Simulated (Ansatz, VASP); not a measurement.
# One calculation of Ba, two programs

```
CELL_PARAMETERS angstrom
-2.30218 2.30218 2.30218
2.30218 -2.30218 2.30218
2.30218 2.30218 -2.30218
ATOMIC_POSITIONS crystal
Ba 0.00000 0.00000 0.00000
```

Alike in both runs: task single point; functional LDA; k mesh 12 × 12 × 12; occupations gaussian, width 0.1 eV; no spin polarisation.

|  | VASP | Ansatz |
| --- | --- | --- |
| version | VASP 6.6.1 | Ansatz 0.2.0 |
| potentials or method | VASP PAW LDA potentials, release 64 (Ba_sv), cutoff 520 eV | scalar-relativistic, plane waves, PAW |
| valence electrons in the cell | 10 | 10 |

Ansatz gave:

| Property | Result |
| --- | --- |
| gap on the k mesh at the Fermi level (eV) | none |
| pressure (GPa) | 1.1 |

Estimate VASP's values.

gap on the k mesh at the Fermi level (eV): none; pressure (GPa): 1.3.

Ansatz warns that its potentials were made for another functional, while VASP's fit it. LDA's correlation is that of Perdew and Zunger in VASP and of Perdew and Wang (1992) in Ansatz. A gap of «none» marks a metal or a gap that the smearing closes.

Spin-orbit coupling is off throughout.
